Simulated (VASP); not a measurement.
The system is SiGe2.

```
Si Ge
1.0
    -1.94260    1.94260    6.75438
     1.94260   -1.94260    6.75438
     1.94260    1.94260   -6.75438
Si Ge
2 4
Direct
  0.00000 0.00000 0.00000
  0.75000 0.25000 0.50000
  0.41650 0.41650 0.00000
  0.16650 0.66650 0.50000
  0.33350 0.83350 0.50000
  0.58350 0.58350 0.00000
```

* Program: VASP 6.6.1
* Task: relaxation of cell and atoms
* Functional: PBE
* Potentials or basis: VASP PAW PBE potentials, release 64 (Si, Ge_d)
* Cutoff: 600 eV
* k mesh: 6 × 6 × 6
* Occupations: gaussian, width 0.1 eV
* Spin: no spin polarisation

At the start: pressure 21.7 GPa; volume 16.99 Å³/atom.

Question: How do energy, volume and symmetry change on relaxing?

Answer: Over 17 steps the energy falls by 626.3 meV/atom and the volume is 18.93 Å³/atom (+11.4 %); space group I4_1/amd (No. 141, to 0.1 Å) before and after.

The path:
```csv
step,energy change (eV),largest force (eV/Å),pressure (GPa),volume (Å³)
1,0.0000,0.2023,21.70,101.96
2,-1.5712,0.5773,-4.34,139.61
3,-1.6883,0.5750,-0.79,129.32
4,-1.6886,0.5764,-1.13,130.12
5,-1.9277,0.5728,-1.61,129.28
6,-2.6506,0.3500,-2.73,125.89
7,-3.6518,0.5745,0.16,115.54
8,-3.5245,1.0940,4.40,110.65
9,-3.6510,0.8202,1.92,113.53
10,-3.6342,0.1551,-2.03,117.85
11,-3.7046,0.4218,-0.25,115.64
12,-3.7054,0.3947,-0.46,115.85
13,-3.7415,0.2615,0.06,114.16
14,-3.7523,0.0333,0.87,112.00
15,-3.7539,0.1056,0.64,112.59
16,-3.7549,0.0719,-0.74,114.41
17,-3.7578,0.0080,-0.12,113.55
```

Final structure:
```xyz
6
Lattice="-1.6755 1.6755 10.1128 1.6755 -1.6755 10.1128 1.6755 1.6755 -10.1128" Properties=species:S:1:pos:R:3 pbc="T T T"
Si    0.0000    0.0000    0.0000
Si    0.0000    1.6755    5.0564
Ge    0.0000    0.0000    8.7281
Ge    1.6755    0.0000    3.6717
Ge    1.6755    0.0000    6.4411
Ge    0.0000    0.0000   11.4975
```

Caveat: a cell axis changed by over 15 % at a fixed basis, so the end point is rough.
